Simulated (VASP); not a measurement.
A run of VASP 6.6.1:

The input INCAR:

```
SYSTEM = YRh
PREC = Accurate
ENCUT = 520
EDIFF = 1E-7
ISMEAR = 0
SIGMA = 0.15
LREAL = .False.
LASPH = .True.
NELM = 60
ALGO = Fast
ISIF = 2
LWAVE = .False.
LCHARG = .True.
GGA = PS
LELF = .True.
LVHAR = .True.
NBANDS = 20
```

The input KPOINTS:

```
regular mesh
0
Gamma
  14 14 14
  0 0 0
```

POSCAR

```
YRh
1.0
    3.4070000000      0.0000000000      0.0000000000
    0.0000000000      3.4070000000     -0.0340700000
    0.0000000000     -0.0340700000      3.4070000000
Y Rh
1 1
Direct
    0.5000000000      0.5000000000      0.5000000000
    0.0000000000      0.0000000000      0.0000000000
```

Potentials or basis: VASP PAW PBE potentials, release 64 (Y_sv, Rh_pv).

The run is started by

```sh
$ cat potpaw_PBE.64/Y_sv/POTCAR potpaw_PBE.64/Rh_pv/POTCAR > POTCAR
$ mpirun -np 1 vasp_std > vasp.out
```

Hardware: 1 thread of Intel(R) Xeon(R) Platinum 8488C (Sapphire Rapids), with other jobs on the host.

Q: How long does it take, and how much memory?

A: Run time: 8.3 min on 1 thread of Intel(R) Xeon(R) Platinum 8488C (Sapphire Rapids) (shared host), peak memory 0.49 GiB. Counts: scf iterations 22, k points 456.
